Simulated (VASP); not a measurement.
**Si: single point with LDA**

Crystal: Si.

```xyz
2
Lattice="0.0000 2.7399 2.7399 2.7399 0.0000 2.7399 2.7399 2.7399 0.0000" Properties=species:S:1:pos:R:3 pbc="T T T"
Si    2.7399    2.7399    2.7399
Si    4.1098    4.1098    4.1098
```

This cell differs from its parent crystal: volume scaled by 1.02.

- Program: VASP 6.6.1
- Task: single point
- Functional: LDA
- Potentials or basis: VASP PAW LDA potentials, release 64 (Si)
- Cutoff: 520 eV
- k mesh: 8 × 8 × 8
- Occupations: fermi-dirac, width 0.15 eV
- Spin: no spin polarisation

| Item | Value |
| --- | --- |
| Pressure | -3.8 GPa |
| Band gap on the k mesh | 0.56 eV, indirect (least direct gap 2.50 eV) |

Levels at points of the mesh, in eV from the valence-band top:
| k point | band 1 | band 2 | band 3 | band 4 | band 5 | band 6 | band 7 | band 8 | band 9 |
| --- | --- | --- | --- | --- | --- | --- | --- | --- | --- |
| (0.00, 0.00, 0.00) | -11.78 | 0.00 | 0.00 | 0.00 | 2.51 | 2.51 | 2.51 | 2.90 | 7.57 |
| (0.50, 0.00, 0.00) | -9.50 | -6.87 | -1.17 | -1.17 | 1.33 | 3.30 | 3.30 | 7.48 | 10.45 |
| (0.50, 0.50, 0.00) | -7.73 | -7.73 | -2.78 | -2.78 | 0.65 | 0.65 | 9.75 | 9.75 | 10.84 |

Wall time 13 s on 1 thread of Intel Xeon 6975P-C, with other jobs on the host, peak memory 0.14 GiB.

 A k mesh can miss the band edges.
